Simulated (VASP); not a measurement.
Wanted: the native input for a VASP 6.6.1 run.

| Property | Result |
| --- | --- |
| Task | single point |
| Functional | PBE |
| Potentials or basis | VASP PAW PBE potentials, release 64 (B, As) |
| Cutoff | 520 eV |
| k mesh | 18 × 18 × 18 |
| Occupations | gaussian, width 0.1 eV |
| Spin | no spin polarisation |
| Dipole correction | no |
| Further INCAR settings | ALGO = Normal; EDIFF = 1e-07; NBANDS = 14 |

The structure of BAs2 lies in POSCAR:

```
BAs2
1.0
    1.6128643483      0.9311876656      5.8162642754
   -1.6128643483      0.9311876656      5.8162642754
    0.0000000000     -1.8623753313      5.8162642754
B As
1 2
Direct
    0.9997264648      0.9997264648      0.9997264648
    0.2607002755      0.2607002755      0.2607002755
    0.4062732598      0.4062732598      0.4062732598
```

The input as run:

INCAR

```
SYSTEM = BAs2
PREC = Accurate
ENCUT = 520
EDIFF = 1E-7
ISMEAR = 0
SIGMA = 0.1
LREAL = .FALSE.
LASPH = .TRUE.
NELM = 60
ALGO = Normal
ISIF = 2
LWAVE = .FALSE.
LCHARG = .FALSE.
GGA = PE
NBANDS = 14
```

KPOINTS

```
Automatic mesh
0
G
  18 18 18
  0 0 0
```

Potentials or basis: VASP PAW PBE potentials, release 64 (B, As).

The run is started by

```sh
$ cat potpaw_PBE.64/B/POTCAR potpaw_PBE.64/As/POTCAR > POTCAR
$ mpirun -np 1 vasp_std > vasp.out
```

Results of the run:

```json
{
  "Pressure": "0.3 GPa",
  "Largest force": "0.085 eV/Å",
  "Band gap on the k mesh": "zero (an odd number of electrons rules out a gap without spin polarisation)"
}
```

It took 25 min on 1 thread of Intel Xeon 8259CL, with other jobs on the host, peak memory 0.64 GiB.
